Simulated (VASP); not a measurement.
Input of a VASP 6.6.1 run:

INCAR

```
SYSTEM = Al
  PREC = Accurate
  ENCUT = 520
  EDIFF = 1E-6
  ISMEAR = 0
  SIGMA = 0.15
  LREAL = .FALSE.
  LASPH = .TRUE.
  NELM = 80
  ALGO = Fast
  ISIF = 2
  LWAVE = .FALSE.
  LCHARG = .FALSE.
  GGA = PE
  IVDW = 12
  NBANDS = 8
```

Contents of KPOINTS:

```
Automatic mesh
0
G
  20 20 20
  0 0 0
```

The input POSCAR:

```
Al
1.0
   -0.0928811800      1.9910220790      2.1303936245
    1.8981408990      0.0000000000      2.0375124445
    1.9910220790      1.9910220790     -0.0928811800
Al
1
Direct
    0.0000000000      0.0000000000      0.0000000000
```

Potentials or basis: VASP PAW PBE potentials, release 64 (Al).

Launch:

```sh
$ cat potpaw_PBE.64/Al/POTCAR > POTCAR
$ mpirun -np 1 vasp_std > vasp.out
```

(1) What does it give for the pressure?

(2) What does it give for the dispersion energy per atom?

## Answers

(1) -4.1 GPa.

(2) -0.329 eV.

Caveat: the cell differs from its parent crystal (engineering shear strain xz -0.0933, normal strain along z +0.0700); pairwise dispersion overbinds metals, which lowers pressure and volume.
